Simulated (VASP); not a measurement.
A run of VASP 6.6.1 is set up as follows.

INCAR

```
SYSTEM = Pd
PREC     = Accurate       ! precision mode
ENCUT    = 520            ! plane-wave cutoff, eV
EDIFF    = 1E-6           ! SCF threshold, eV
ISMEAR   = -1             ! smearing method
SIGMA    = 0.1            ! smearing width, eV
LREAL    = .False.        ! projectors in reciprocal space
LASPH    = .True.         ! aspherical terms in the spheres
NELM     = 60             ! most SCF steps
ALGO     = Normal         ! electronic algorithm
ISIF     = 2              ! what is computed and relaxed
LWAVE    = .False.        ! write WAVECAR
LCHARG   = .False.        ! write CHGCAR
LDIPOL   = .True.       
IDIPOL   = 3            
DIPOL    = 0.5 0.5 0.500
GGA      = CA             ! functional
IBRION   = 2              ! ionic algorithm
NSW      = 32             ! ionic steps
EDIFFG   = -0.01          ! ionic threshold
```

File KPOINTS:

```
regular mesh
0
Gamma
  12 7 1
  0 0 0
```

File POSCAR:

```
Pd
1.0
    2.7018300615      0.0000000000      0.0000000000
    0.0000000000      4.5040055083      0.0000000000
    0.0000000000      0.0000000000     16.7800000000
Pd
2
Direct
    0.7500000000      0.7500000000      0.4877944303
    0.2500000000      0.2500000000      0.5122055697
```

Potentials or basis: VASP PAW LDA potentials, release 64 (Pd).

The run is started by

```bash
$ cat potpaw_LDA.64/Pd/POTCAR > POTCAR
$ mpirun -np 1 vasp_std > vasp.out
```

(1) Estimate the band gap on the k mesh.

Results:

(1) zero (bands 10 and 11 overlap by 0.80 eV).

Caveat: the relaxation stopped at its first step, so nothing moved.
